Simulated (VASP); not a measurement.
# ZrS2 (P-3m1) in VASP: a series of runs

Runs on ZrS2. Level: PBEsol. Tasks: single point.

Program: VASP 6.6.1. These are calculated values, not measurements. Logs are shortened: lines on timing, memory, paths and dates and some standing lists are left out, and cuts for length are marked.

### Step 1. The cell of the first run

Symmetry: P-3m1, No. 164, trigonal system. Conventional cell: a = 3.691 Å, b = 3.691 Å, c = 6.041 Å, α = 90.00°, β = 90.00°, γ = 120.00°. Zr (site symmetry -3m) has 6 S at 2.57 Å within 3.4 Å. Within 3.4 Å of S (site symmetry 3m) lie 3 Zr at 2.57 Å.

### Step 2. Single point, PBEsol

Contents of INCAR:

```
  ALGO = Normal
  EDIFF = 1E-6
  ENCUT = 500
  GGA = PS
  GGA_COMPAT = False
  ISIF = 2
  ISMEAR = 0
  LASPH = True
  LCHARG = True
  LELF = True
  LREAL = False
  LVHAR = True
  LWAVE = False
  NBANDS = 19
  NELM = 120
  PREC = Accurate
  SIGMA = 0.1
```

Contents of KPOINTS:

```
k-points
0
Gamma
  6 6 4
```

Contents of POSCAR:

```
ZrS2
1.0
    3.6913825500      0.0000000000      0.0000000000
   -1.8456912700      3.1968310600      0.0000000000
    0.0000000000      0.0000000000      6.0410770100
Zr S
1 2
Direct
    0.0000000000      0.0000000000      0.0000000000
    0.6666666700      0.3333333300      0.7620900300
    0.3333333300      0.6666666700      0.2379099700
```

Potentials or basis: VASP PAW PBE potentials, release 64 (Zr_sv, S).

Started as:

```sh
> cat potpaw_PBE.64/Zr_sv/POTCAR potpaw_PBE.64/S/POTCAR > POTCAR
> mpirun -np 1 vasp_std > vasp.out
```

OUTCAR:

```text
EDIFF = 1E-6
   ENCUT = 500
   GGA = PS
   ISIF = 2
   ISMEAR = 0
   LASPH = True
   LREAL = False
   NELM = 120
   PREC = Accurate

 ion  position               nearest neighbor table
   1  0.000  0.000  0.000-   2 2.57   3 2.57   3 2.57   2 2.57   2 2.57   3 2.57
   2  0.667  0.333  0.762-   1 2.57   1 2.57   1 2.57
   3  0.333  0.667  0.238-   1 2.57   1 2.57   1 2.57

  LATTYP: Found a hexagonal cell.
 ALAT       =     3.6913825500
 C/A-ratio  =     1.6365350727

  Lattice vectors:

 A1 = (   3.6913825500,   0.0000000000,   0.0000000000)
 A2 = (  -1.8456912700,   3.1968310600,   0.0000000000)
 A3 = (   0.0000000000,   0.0000000000,   6.0410770100)

Analysis of symmetry for initial positions (statically):
=====================================================================
 Subroutine PRICEL returns:
 Original cell was already a primitive cell.

 Routine SETGRP: Setting up the symmetry group for a
 hexagonal supercell.

 Subroutine GETGRP returns: Found 12 space group operations
 (whereof 12 operations were pure point group operations)
 out of a pool of 24 trial point group operations.

The static configuration has the point symmetry D_3d.

Analysis of symmetry for dynamics (positions and initial velocities):
=====================================================================
 Subroutine PRICEL returns:
 Original cell was already a primitive cell.

 Routine SETGRP: Setting up the symmetry group for a
 hexagonal supercell.

 Subroutine GETGRP returns: Found 12 space group operations
 (whereof 12 operations were pure point group operations)
 out of a pool of 24 trial point group operations.

The dynamic configuration has the point symmetry D_3d.

 Subroutine INISYM returns: Found 12 space group operations
 (whereof 12 operations are pure point group operations),
 and found     1 'primitive' translations

----------------------------------------------------------------------------------------

                                     Primitive cell

  volume of cell :      71.2891

  direct lattice vectors                    reciprocal lattice vectors
     3.691382550  0.000000000  0.000000000     0.270901210  0.156404886  0.000000000
    -1.845691270  3.196831060  0.000000000     0.000000000  0.312809774  0.000000000
     0.000000000  0.000000000  6.041077010     0.000000000  0.000000000  0.165533397

  length of vectors
     3.691382550  3.691382545  6.041077010     0.312809773  0.312809774  0.165533397

  position of ions in fractional coordinates (direct lattice)
     0.000000000  0.000000000  0.000000000
     0.666666670  0.333333330  0.762090030
     0.333333330  0.666666670  0.237909970

  ion indices of the primitive-cell ions
   primitive index   ion index
                 1           1
                 2           2
                 3           3

----------------------------------------------------------------------------------------

 KPOINTS: k-points

Automatic generation of k-mesh.
 Grid dimensions read from file:
 generate k-points for:    6    6    4

 Generating k-lattice:

  Cartesian coordinates                     Fractional coordinates (reciprocal lattice)
     0.045150202  0.026067481  0.000000000     0.166666667  0.000000000  0.000000000
     0.000000000  0.052134962  0.000000000     0.000000000  0.166666667  0.000000000
     0.000000000  0.000000000  0.041383349     0.000000000  0.000000000  0.250000000

  Length of vectors
     0.052134962  0.052134962  0.041383349

  Shift w.r.t. Gamma in fractional coordinates (k-lattice)
     0.000000000  0.000000000  0.000000000

 Subroutine IBZKPT returns following result:
 ===========================================

 Found     24 irreducible k-points:

 Following reciprocal coordinates:
            Coordinates               Weight
  0.000000  0.000000  0.000000      1.000000
  0.166667  0.000000  0.000000      6.000000
  0.333333  0.000000  0.000000      6.000000
  0.500000  0.000000  0.000000      3.000000
  0.166667  0.166667  0.000000      6.000000
  0.333333  0.166667  0.000000     12.000000
[... 16 lines left out ...]
  0.333333  0.166667  0.500000     12.000000
  0.333333  0.333333  0.500000      2.000000
   k-points           NKPTS =     24   k-points in BZ     NKDIM =     24   number of bands    NBANDS=     19
   number of dos      NEDOS =    301   number of ions     NIONS =      3
   total plane-waves  NPLWV =  37632
   dimension x,y,z NGX =    28 NGY =   28 NGZ =   48
   dimension x,y,z NGXF=    56 NGYF=   56 NGZF=   96
   ions per type =               1   2
   NGX,Y,Z   is equivalent  to a cutoff of  12.61, 12.61, 13.21 a.u.
   NGXF,Y,Z  is equivalent  to a cutoff of  25.22, 25.22, 26.42 a.u.
 SYSTEM =  unknown system
   PREC   = accura    normal or accurate (medium, high low for compatibility)
   ISTART =      0    job   : 0-new  1-cont  2-samecut
   ICHARG =      2    charge: 1-file 2-atom 10-const
   ISPIN  =      1    spin polarized calculation?
   LNONCOLLINEAR =      F non collinear calculations
   LSORBIT =      F    spin-orbit coupling
   LASPH  =      T    aspherical Exc in radial PAW
   ENCUT  =  500.0 eV  36.75 Ry    6.06 a.u.   6.73  6.73 11.01*2*pi/ulx,y,z
   NELM   =    120;   NELMIN=  2; NELMDL= -5     # of ELM steps
   EDIFF  = 0.1E-05   stopping-criterion for ELM
   LREAL  =      F    real-space projection
   EDIFFG = 0.1E-04   stopping-criterion for IOM
   NSW    =      0    number of steps for IOM
   IBRION =     -1    ionic relax: 0-MD 1-quasi-New 2-CG
   NFREE  =      0    steps in history (QN), initial steepest desc. (CG)
   ISIF   =      2    stress and relaxation
   ISYM   =      2    0-nonsym 1-usesym 2-fastsym
   POTIM  = 0.5000    time-step for ionic-motion
   TEBEG  =    0.0;   TEEND  =   0.0 temperature during run
   PSTRESS=    0.0 pullay stress
   NELECT =      24.0000    total number of electrons
   NUPDOWN=      -1.0000    fix difference up-down
   EMIN   =  10.00;   EMAX   =-10.00  energy-range for DOS
   EFERMI =   0.00;   METHOD = LEGACY
   ISMEAR =     0;   SIGMA  =   0.10  broadening in eV -4-tet -1-fermi 0-gaus
   EFERMI_NEDOS =   21; number of points for ismear=-14 and -15
   IALGO  =     38    algorithm
   IMIX   =      4    mixing-type and parameters
     AMIX     =   0.40;   BMIX     =  1.00
     AMIX_MAG =   1.60;   BMIX_MAG =  1.00
  volume/ion in A,a.u.               =      23.76       160.36
  Fermi-wavevector in a.u.,A,eV,Ry     =   1.138861  2.152136 17.646828  1.297005
  Thomas-Fermi vector in A             =   2.275565
   LORBIT       =      0    0 simple, 1 ext, 2 COOP (PROOUT), +10 PAW based schemes
   GGA     = PS    functional components
   LHFCALC =     F    Hartree Fock is set to
   AEXX    =    0.0000 exact exchange contribution
   IVDW    =     0    specifies the selected vdW correction
   LEPSILON=     F    determine dielectric tensor
   LRPA    =     F    only Hartree local field effects (RPA)
 non-spin polarized calculation
 Gauss-broadening in eV      SIGMA  =   0.10
  energy-cutoff  :      500.00
  volume of cell :       71.29
 maximum number of plane-waves:      1834
 NGX is ok and might be reduce to    28
   NGX = 13   NGY = 13   NGZ = 23

 number of electron      23.9999999 magnetization

 Free energy of the ion-electron system (eV)
  ---------------------------------------------------
  ext. energy  EPLUGINS =         0.00000000
  ---------------------------------------------------
  free energy    TOTEN  =       -22.52749541 eV

  energy without entropy =      -22.52749541  energy(sigma->0) =      -22.52749541

 E-fermi :   4.5103     XC(G=0):  -9.5126

 val. band max:        4.0040577413   @ k =   0.1667   0.0000   0.0000
 cond. band min:       5.0084259723   @ k =   0.5000   0.0000   0.5000
 fundamental gap:      1.0043682310
 Fermi energy:         4.5102523093

 k-point     1 :       0.0000    0.0000    0.0000
  band No.  band energies     occupation
      1     -44.8269      2.00000
      2     -22.9220      2.00000
      3     -22.7695      2.00000
      4     -22.7695      2.00000
      5      -8.5158      2.00000
      6      -7.1000      2.00000
[... 11 lines left out ...]
     18       9.6316      0.00000
     19       9.8070      0.00000

 k-point     2 :       0.1667    0.0000    0.0000
  band No.  band energies     occupation
      1     -44.8225      2.00000
      2     -22.9085      2.00000
      3     -22.8335      2.00000
      4     -22.7833      2.00000
      5      -8.2458      2.00000
      6      -7.1653      2.00000
[... 11 lines left out ...]
     18      10.7152      0.00000
     19      11.3928      0.00000

 k-point     3 :       0.3333    0.0000    0.0000
  band No.  band energies     occupation
      1     -44.8136      2.00000
      2     -22.9594      2.00000
      3     -22.8802      2.00000
      4     -22.8106      2.00000
      5      -7.6935      2.00000
      6      -7.2449      2.00000
[... 11 lines left out ...]
     18      11.3958      0.00000
     19      12.1619      0.00000

 k-point     4 :       0.5000    0.0000    0.0000
  band No.  band energies     occupation
      1     -44.8092      2.00000
      2     -23.0204      2.00000
      3     -22.8665      2.00000
      4     -22.8242      2.00000
      5      -7.5434      2.00000
      6      -7.1100      2.00000
[... 407 lines left out ...]
     18      12.4074      0.00000
     19      12.4831      0.00000

 k-point    23 :       0.3333    0.1667    0.5000
  band No.  band energies     occupation
      1     -44.8092      2.00000
      2     -22.9875      2.00000
      3     -22.8683      2.00000
      4     -22.8568      2.00000
      5      -7.4810      2.00000
      6      -7.1725      2.00000
[... 11 lines left out ...]
     18      11.1243      0.00000
     19      11.8793      0.00000

 k-point    24 :       0.3333    0.3333    0.5000
  band No.  band energies     occupation
      1     -44.8070      2.00000
      2     -22.9418      2.00000
      3     -22.9418      2.00000
      4     -22.8606      2.00000
      5      -7.2585      2.00000
      6      -7.2585      2.00000
[... 11 lines left out ...]
     18      12.1513      0.00000
     19      12.5771      0.00000

------------------------ aborting loop because EDIFF is reached ----------------------------------------

  FORCE on cell =-STRESS in cart. coord.  units (eV):
  Direction    XX          YY          ZZ          XY          YZ          ZX
  --------------------------------------------------------------------------------------
  -------------------------------------------------------------------------------------
  Total       -1.3259377     -1.3259377     -0.5900143     -0.0000000      0.0000000     -0.0000000
  in kB      -29.7996100    -29.7996099    -13.2601988     -0.0000000      0.0000000     -0.0000000
  external PRESSURE =     -24.2864729 kB  Pullay stress =       0.0000000 kB

 VOLUME and BASIS-vectors are now :
 -----------------------------------------------------------------------------
  energy-cutoff  :      500.00
  volume of cell :       71.29
      direct lattice vectors                 reciprocal lattice vectors
     3.691382550  0.000000000  0.000000000     0.270901210  0.156404886  0.000000000
    -1.845691270  3.196831060  0.000000000     0.000000000  0.312809774  0.000000000
     0.000000000  0.000000000  6.041077010     0.000000000  0.000000000  0.165533397

 POSITION                                       TOTAL-FORCE (eV/Angst)
 -----------------------------------------------------------------------------------
      0.00000      0.00000      0.00000        -0.000000      0.000000      0.000000
      1.84569      1.06561      4.60384         0.000000     -0.000000      0.142095
     -0.00000      2.13122      1.43723        -0.000000      0.000000     -0.142095
 -----------------------------------------------------------------------------------
    total drift:                               -0.000000     -0.000000      0.000000

  FREE ENERGIE OF THE ION-ELECTRON SYSTEM (eV)
  ---------------------------------------------------
  free  energy   TOTEN  =       -22.5274954123 eV

  energy  without entropy=      -22.5274954123  energy(sigma->0) =      -22.52749541
```

It took 56 s on 1 thread of Intel Xeon 8259CL, shared host; peak memory 0.19 GiB.

What came out:

```yaml
Free_energy: -22.5275 eV
Pressure: -2.4 GPa
Largest_force: 0.142 eV/Å
Band_gap_on_the_k_mesh: 1.00 eV (least direct gap 1.58 eV)
```

Forces on the atoms (eV/Å):
```
Zr   0.000  0.000  0.000
S    0.000  0.000  0.142
S    0.000  0.000 -0.142
```

Stress tensor (GPa, compression positive):
```
-2.98  0.00  0.00
 0.00 -2.98  0.00
 0.00  0.00 -1.33
```

Caveat: the PAW data sets were made with another functional, which shifts forces and pressure a little; this functional lacks dispersion, which binds the layers, so the pressure and a relaxed spacing across them are unreliable.

### Step 3. Single point, PBEsol

This run uses another cell than the first one, of 22.37 Å³/atom.

Contents of INCAR:

```
SYSTEM = ZrS2
  PREC = Accurate
  ENCUT = 500
  EDIFF = 1E-6
  ISMEAR = 0
  SIGMA = 0.02
  LREAL = .False.
  LASPH = .True.
  NELM = 120
  ALGO = Normal
  ISIF = 2
  LWAVE = .False.
  LCHARG = .False.
  GGA = PS
  NBANDS = 19
  GGA_COMPAT = .False.
```

Contents of KPOINTS:

```
regular mesh
0
Gamma
  9 9 6
  0 0 0
```

Contents of POSCAR:

```
ZrS2
1.0
    3.6281897393     -0.0000000028      0.0000000000
   -1.8140948672      3.1421044854      0.0000000000
    0.0000000000      0.0000000000      5.8856959678
Zr S
1 2
Direct
    0.0000000000      0.0000000000      0.0000000000
    0.6666666667      0.3333333333      0.7531547464
    0.3333333333      0.6666666667      0.2468452536
```

Potentials or basis: VASP PAW PBE potentials, release 64 (Zr_sv, S).

Started as:

```sh
> cat potpaw_PBE.64/Zr_sv/POTCAR potpaw_PBE.64/S/POTCAR > POTCAR
> mpirun -np 1 vasp_std > vasp.out
```

OUTCAR:

```text
SYSTEM = ZrS2
   PREC = Accurate
   ENCUT = 500
   EDIFF = 1E-6
   ISMEAR = 0
   LREAL = .False.
   LASPH = .True.
   NELM = 120
   ISIF = 2
   GGA = PS

 ion  position               nearest neighbor table
   1  0.000  0.000  0.000-   2 2.55   3 2.55   2 2.55   3 2.55   2 2.55   3 2.55
   2  0.667  0.333  0.753-   1 2.55   1 2.55   1 2.55
   3  0.333  0.667  0.247-   1 2.55   1 2.55   1 2.55

  LATTYP: Found a hexagonal cell.
 ALAT       =     3.6281897393
 C/A-ratio  =     1.6222128363

  Lattice vectors:

 A1 = (   3.6281897393,  -0.0000000028,   0.0000000000)
 A2 = (  -1.8140948672,   3.1421044854,   0.0000000000)
 A3 = (   0.0000000000,   0.0000000000,   5.8856959678)

Analysis of symmetry for initial positions (statically):
=====================================================================
 Subroutine PRICEL returns:
 Original cell was already a primitive cell.

 Routine SETGRP: Setting up the symmetry group for a
 hexagonal supercell.

 Subroutine GETGRP returns: Found 12 space group operations
 (whereof 12 operations were pure point group operations)
 out of a pool of 24 trial point group operations.

The static configuration has the point symmetry D_3d.

Analysis of symmetry for dynamics (positions and initial velocities):
=====================================================================
 Subroutine PRICEL returns:
 Original cell was already a primitive cell.

 Routine SETGRP: Setting up the symmetry group for a
 hexagonal supercell.

 Subroutine GETGRP returns: Found 12 space group operations
 (whereof 12 operations were pure point group operations)
 out of a pool of 24 trial point group operations.

The dynamic configuration has the point symmetry D_3d.

 Subroutine INISYM returns: Found 12 space group operations
 (whereof 12 operations are pure point group operations),
 and found     1 'primitive' translations

----------------------------------------------------------------------------------------
[... 114 lines left out ...]
     AMIX     =   0.40;   BMIX     =  1.00
     AMIX_MAG =   1.60;   BMIX_MAG =  1.00
  volume/ion in A,a.u.               =      22.37       150.93
  Fermi-wavevector in a.u.,A,eV,Ry     =   1.162097  2.196045 18.374257  1.350470
  Thomas-Fermi vector in A             =   2.298662
   LORBIT       =      0    0 simple, 1 ext, 2 COOP (PROOUT), +10 PAW based schemes
   GGA     = PS    functional components
   LHFCALC =     F    Hartree Fock is set to
   AEXX    =    0.0000 exact exchange contribution
   IVDW    =     0    specifies the selected vdW correction
   LEPSILON=     F    determine dielectric tensor
   LRPA    =     F    only Hartree local field effects (RPA)
 non-spin polarized calculation
 Gauss-broadening in eV      SIGMA  =   0.02
  energy-cutoff  :      500.00
  volume of cell :       67.10
 maximum number of plane-waves:      1738
 NGX is ok and might be reduce to    28
   NGX = 13   NGY = 13   NGZ = 21

 number of electron      24.0000001 magnetization

 Free energy of the ion-electron system (eV)
  ---------------------------------------------------
  ext. energy  EPLUGINS =         0.00000000
  ---------------------------------------------------
  free energy    TOTEN  =       -22.55961445 eV

  energy without entropy =      -22.55961445  energy(sigma->0) =      -22.55961445

 E-fermi :   4.9959     XC(G=0):  -9.8449

 val. band max:        4.7329477382   @ k =   0.1111  -0.0000   0.0000
 cond. band min:       5.5443265247   @ k =   0.4444  -0.0000   0.5000
 fundamental gap:      0.8113787865
 Fermi energy:         4.9958740864

 k-point     1 :       0.0000    0.0000    0.0000
  band No.  band energies     occupation
      1     -44.0703      2.00000
      2     -22.1912      2.00000
      3     -22.0195      2.00000
      4     -22.0195      2.00000
      5      -8.0726      2.00000
      6      -6.5235      2.00000
[... 505 lines left out ...]
      6      -6.6968      2.00000
[... 11 lines left out ...]
     18      12.7526      0.00000
     19      12.8985      0.00000

 [... further k-points ...]

------------------------ aborting loop because EDIFF is reached ----------------------------------------

  FORCE on cell =-STRESS in cart. coord.  units (eV):
  Direction    XX          YY          ZZ          XY          YZ          ZX
  --------------------------------------------------------------------------------------
  -------------------------------------------------------------------------------------
  Total        0.0077906      0.0077906      0.0263169      0.0000000     -0.0000000      0.0000000
  in kB        0.1860249      0.1860249      0.6284018      0.0000000     -0.0000000      0.0000000
  external PRESSURE =       0.3334839 kB  Pullay stress =       0.0000000 kB

 VOLUME and BASIS-vectors are now :
 -----------------------------------------------------------------------------
  energy-cutoff  :      500.00
  volume of cell :       67.10
      direct lattice vectors                 reciprocal lattice vectors
     3.628189739 -0.000000003  0.000000000     0.275619544  0.159129017  0.000000000
    -1.814094867  3.142104485  0.000000000     0.000000000  0.318258035  0.000000000
     0.000000000  0.000000000  5.885695968     0.000000000  0.000000000  0.169903441

 POSITION                                       TOTAL-FORCE (eV/Angst)
 -----------------------------------------------------------------------------------
      0.00000      0.00000      0.00000        -0.000000      0.000000      0.000000
      1.81409      1.04737      4.43284        -0.000000      0.000000     -0.015086
      0.00000      2.09474      1.45286         0.000000     -0.000000      0.015086
 -----------------------------------------------------------------------------------
    total drift:                               -0.000000      0.000000     -0.000000

  FREE ENERGIE OF THE ION-ELECTRON SYSTEM (eV)
  ---------------------------------------------------
  free  energy   TOTEN  =       -22.5596144479 eV

  energy  without entropy=      -22.5596144479  energy(sigma->0) =      -22.55961445
```

It took 98 s on 1 thread of Intel Xeon 8259CL, shared host; peak memory 0.22 GiB.

Results:

| Property | Result |
| --- | --- |
| Free energy | -22.5596 eV |
| Pressure | 0.0 GPa |
| Largest force | 0.015 eV/Å |
| Band gap on the k mesh | 0.81 eV (least direct gap 1.55 eV) |

Forces in eV/Å, atoms in the order of the input:
```
Zr   0.000  0.000  0.000
S    0.000  0.000 -0.015
S    0.000  0.000  0.015
```

Caveat: the PAW data sets were made with another functional, which shifts forces and pressure a little; an odd mesh through Γ misses points on the zone boundary, where band edges can lie; this functional lacks dispersion, which binds the layers, so the pressure and a relaxed spacing across them are unreliable.
